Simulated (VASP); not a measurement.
Input of a VASP 6.6.1 run:

The input INCAR:

```
ALGO = Fast
EDIFF = 1E-7
ENCUT = 520
GGA = PE
ISIF = 2
ISMEAR = 0
LASPH = True
LCHARG = False
LREAL = False
LWAVE = False
NBANDS = 26
NELM = 80
PREC = Accurate
SIGMA = 0.1
```

File KPOINTS:

```
k-points
0
Gamma
  6 6 8
```

POSCAR

```
RbMg
1.0
    8.8981064851      0.0000000000      0.0000000000
   -4.4490532425      7.7059862617      0.0000000000
    0.0000000000      0.0000000000      6.0328650580
Rb Mg
3 3
Direct
    0.5000000000      0.0000000000      0.0000000000
    0.5000000000      0.5000000000      0.0000000000
    0.0000000000      0.5000000000      0.0000000000
    0.0000000000      0.0000000000      0.0000000000
    0.3333333333      0.6666666667      0.5000000000
    0.6666666667      0.3333333333      0.5000000000
```

Potentials or basis: VASP PAW PBE potentials, release 64 (Rb_sv, Mg).

The run is started by

```bash
$ cat potpaw_PBE.64/Rb_sv/POTCAR potpaw_PBE.64/Mg/POTCAR > POTCAR
$ mpirun -np 1 vasp_std > vasp.out
```

(1) Predict the pressure.

(2) Estimate the band gap on the k mesh.

Results:

(1) 0.0 GPa.

(2) zero (an odd number of electrons rules out a gap without spin polarisation).
